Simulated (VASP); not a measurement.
# CsLiGe2S4: relaxation of cell and atoms with PBE

CsLiGe2S4:

```
Cs Li Ge S
1.0
     4.55400    0.00000    0.00000
     0.00000    4.55400    0.00000
     0.00000    0.00000    8.71199
Cs Li Ge S
1 1 2 4
Direct
  0.50000 0.50000 0.00000
  0.50000 0.50000 0.50000
  0.00000 0.00000 0.75000
  0.00000 0.00000 0.25000
  0.50000 0.00000 0.75000
  0.00000 0.50000 0.75000
  0.50000 0.00000 0.25000
  0.00000 0.50000 0.25000
```

```
Program                : VASP 6.6.1
Task                   : relaxation of cell and atoms
Functional             : PBE
Potentials or basis    : VASP PAW PBE potentials, release 64 (Cs_sv, Li_sv, Ge_d, S)
Cutoff                 : 600 eV
k mesh                 : 4 × 4 × 2
Occupations            : gaussian, width 0.1 eV
Spin                   : no spin polarisation
Dipole correction      : no
Further INCAR settings : ALGO = Normal; EDIFF = 1e-06; IBRION = 2; EDIFFG = -0.04; NSW = 90; ISIF = 3
```

The relaxed volume is 25.64 Å³/atom, the relaxed cell is a = 4.745 Å, b = 4.745 Å, c = 9.108 Å, α = 90.00°, β = 90.00°, γ = 90.00° and the space group after relaxing (to 0.1 Å) is P4/mmm (No. 123). The energy gained by relaxing is 303.7 meV/atom, the ionic steps are 41 and the pressure after relaxing is 0.0 GPa. The largest force after relaxing is 0.019 eV/Å and the band gap on the k mesh is zero (bands 32 and 33 overlap by 1.17 eV).

Forces on the atoms (eV/Å):
```
Cs   0.000  0.000  0.000
Li   0.000  0.000  0.000
Ge   0.000  0.000  0.019
Ge   0.000  0.000 -0.019
S    0.000  0.000  0.004
S    0.000  0.000  0.004
S    0.000  0.000 -0.004
S    0.000  0.000 -0.004
```

Stress tensor (GPa, compression positive):
```
 0.02  0.00  0.00
 0.00  0.02  0.00
 0.00  0.00 -0.09
```

Step by step:
| step | energy change (eV) | largest force (eV/Å) | pressure (GPa) | volume (Å³) |
| --- | --- | --- | --- | --- |
| 1 | 0.0000 | 1.1324 | 12.16 | 180.68 |
| 3 | -1.4061 | 0.6409 | -0.07 | 214.20 |
| 5 | -1.6837 | 0.4595 | -0.16 | 216.70 |
| 7 | -1.7560 | 0.6198 | -0.03 | 218.71 |
| 9 | -1.9447 | 0.4519 | -1.87 | 220.70 |
| 11 | -2.0591 | 0.2996 | 0.19 | 205.98 |
| 13 | -2.0782 | 0.2827 | 0.07 | 207.68 |
| 15 | -2.1054 | 0.2282 | 0.53 | 207.81 |
| 17 | -2.1245 | 0.1807 | -0.32 | 211.77 |
| 19 | -2.1322 | 0.1933 | -0.33 | 211.14 |
| 21 | -2.2236 | 0.4135 | 0.35 | 202.90 |
| 23 | -2.2306 | 0.2673 | 0.88 | 198.17 |
| 25 | -2.2332 | 0.3293 | 0.63 | 200.80 |
| 27 | -2.2390 | 0.2587 | 0.66 | 199.83 |
| 29 | -2.2800 | 0.2573 | 0.01 | 198.77 |
| 31 | -2.2921 | 0.2712 | -0.03 | 198.44 |
| 33 | -2.3746 | 0.2040 | 0.56 | 197.71 |
| 35 | -2.3889 | 0.1592 | 0.95 | 197.20 |
| 37 | -2.4154 | 0.1543 | -0.19 | 204.18 |
| 39 | -2.4277 | 0.0638 | 0.13 | 204.35 |
| 41 | -2.4298 | 0.0190 | -0.02 | 205.09 |

Final structure:
```
Cs Li Ge S
1.0
     4.74510    0.00000    0.00000
     0.00000    4.74510    0.00000
     0.00000    0.00000    9.10843
Cs Li Ge S
1 1 2 4
Cartesian
  2.3725 2.3725 0.0000
  2.3725 2.3725 4.5542
  0.0000 0.0000 5.8428
  0.0000 0.0000 3.2656
  2.3725 0.0000 6.3860
  0.0000 2.3725 6.3860
  2.3725 0.0000 2.7225
  4.7451 2.3725 2.7225
```

Levels at points of the mesh, in eV from the Fermi level:
```csv
k point,band 30,band 31,band 32,band 33,band 34,band 35
"(0.00, 0.00, 0.00)",-0.61,-0.45,-0.45,-0.41,0.60,3.10
"(0.50, 0.00, 0.00)",-1.46,-0.96,-0.60,1.81,2.25,3.15
"(0.50, 0.50, 0.00)",-0.62,0.62,0.76,2.30,2.82,2.82
"(0.00, 0.00, 0.50)",-0.69,-0.61,-0.36,-0.36,0.84,3.59
"(0.50, 0.00, 0.50)",-1.34,-1.33,-0.68,1.80,2.22,3.32
"(0.50, 0.50, 0.50)",-0.62,0.63,0.74,1.74,2.78,2.78
```

Run time: 41 min on 1 thread of Intel(R) Xeon(R) Platinum 8259CL CPU @ 2.50GHz (Skylake/Cascade Lake), on a shared host, peak memory 0.37 GiB.

Caveat: the k points lie up to 0.34 Å⁻¹ apart in the final cell, too coarse for converged energies and pressures of a metal; the cutoff is under 1.25 times the usual one of these potentials, so pressure, stress and relaxed cells hold a basis-set (Pulay) error; spin-orbit coupling is left out, which moves the levels of the heavy elements.
